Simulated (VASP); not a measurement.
A run of VASP 6.6.1 is set up as follows.

INCAR

```
SYSTEM = GaAs
  PREC = Accurate
  ENCUT = 520
  EDIFF = 1E-7
  ISMEAR = 0
  SIGMA = 0.1
  LREAL = .False.
  LASPH = .True.
  NELM = 80
  ALGO = Normal
  ISIF = 2
  LWAVE = .False.
  LCHARG = .False.
  LDIPOL = .True.
  IDIPOL = 3
  DIPOL = 0.5 0.5 0.500
  GGA = PE
  NBANDS = 26
```

File KPOINTS:

```
regular mesh
0
Gamma
  6 6 1
  0 0 0
```

POSCAR

```
GaAs
1.0
    3.8259004800      0.0000000000      0.0000000000
   -1.9129497100      3.3133263900      0.0000000000
    0.0000000000      0.0000000000     19.0000000000
Ga As
2 2
Direct
    0.0000000000      0.0000000000      0.4319327700
    0.0000000000      0.0000000000      0.5680672300
    0.3333333300      0.6666666700      0.3723924900
    0.6666666700      0.3333333300      0.6276075100
```

Potentials or basis: VASP PAW PBE potentials, release 64 (Ga_d, As).

Command:

```bash
$ cat potpaw_PBE.64/Ga_d/POTCAR potpaw_PBE.64/As/POTCAR > POTCAR
$ mpirun -np 1 vasp_std > vasp.out
```

(1) Estimate the band gap on the k mesh.

(2) Predict the largest force.

Results:

(1) zero (band 18 reaches -1.25 eV, above the bottom of band 19 at -2.78 eV).

(2) 0.311 eV/Å.
